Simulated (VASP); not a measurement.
C: single point with PBE+D3(BJ)

C:

```
CELL_PARAMETERS angstrom
1.23250 0.71158 3.36139
-1.23250 0.71158 3.36139
0.00000 -1.42317 3.36139
ATOMIC_POSITIONS crystal
C 0.15019 0.15019 0.19235
C 0.84981 0.84981 0.80765
```

This cell differs from its parent crystal: atoms displaced along several vibrational modes.

| Quantity | Value |
| --- | --- |
| Program | VASP 6.6.1 |
| Task | single point |
| Functional | PBE |
| Dispersion | D3(BJ) |
| Potentials or basis | VASP PAW PBE potentials, release 64 (C) |
| Cutoff | 520 eV |
| k mesh | 15 × 15 × 15 |
| Occupations | gaussian, width 0.05 eV |
| Spin | no spin polarisation |

```json
{
  "Pressure": "7.7 GPa",
  "Largest force": "7.420 eV/Å",
  "Dispersion energy per atom": "-0.156 eV"
}
```

Forces on the atoms (eV/Å):
```
C    0.000  7.386  0.708
C    0.000 -7.386 -0.708
```

Stress tensor (GPa, compression positive):
```
-3.43  0.00  0.00
 0.00 26.84 -3.26
 0.00 -3.26 -0.40
```

It took 4.2 min on 1 thread of AMD EPYC 7R13 (shared host), peak memory 0.28 GiB.

Caveat: the cell differs from its parent crystal (atoms displaced along several vibrational modes); the stress differs along the axes, from -3 to 27 GPa; forces of over 1 eV/Å act on the atoms, so gaps and moduli don't describe the material at rest.
